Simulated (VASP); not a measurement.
ZnO (NiAs type), 4 atoms in the cell. Symmetry: P6_3/mmc, No. 194, hexagonal system. Conventional cell: a = 2.884 Å, b = 2.884 Å, c = 5.026 Å, α = 90.00°, β = 90.00°, γ = 120.00°. Zn (site symmetry -3m) has 6 O at 2.09 Å and 2 Zn at 2.51 Å within 2.8 Å. O (site symmetry -6m2) has 6 Zn at 2.09 Å within 2.8 Å. 

```yaml
Program: VASP 6.6.1
Task: single point
Functional: PBE
Potentials_or_basis: VASP PAW PBE potentials, release 64 (Zn, O)
Cutoff: 520 eV
k_mesh: 11 × 11 × 7
Occupations: fermi-dirac, width 0.08 eV
Spin: no spin polarisation
Dipole_correction: no
Further_INCAR_settings: ALGO = Normal; EDIFF = 1e-06; NBANDS = 26
```

Potentials or basis: VASP PAW PBE potentials, release 64 (Zn, O).

Command:

```console
$ cat potpaw_PBE.64/Zn/POTCAR potpaw_PBE.64/O/POTCAR > POTCAR
$ mpirun -np 1 vasp_std > vasp.out
```

Hardware: 1 thread of Intel(R) Xeon(R) 6975P-C (Granite Rapids), with other jobs on the host.

How long does it take, and how much memory?

Run time: 26 s on 1 thread of Intel(R) Xeon(R) 6975P-C (Granite Rapids), on a shared host, peak memory 0.18 GiB. Counts: scf iterations 13, k points 64.
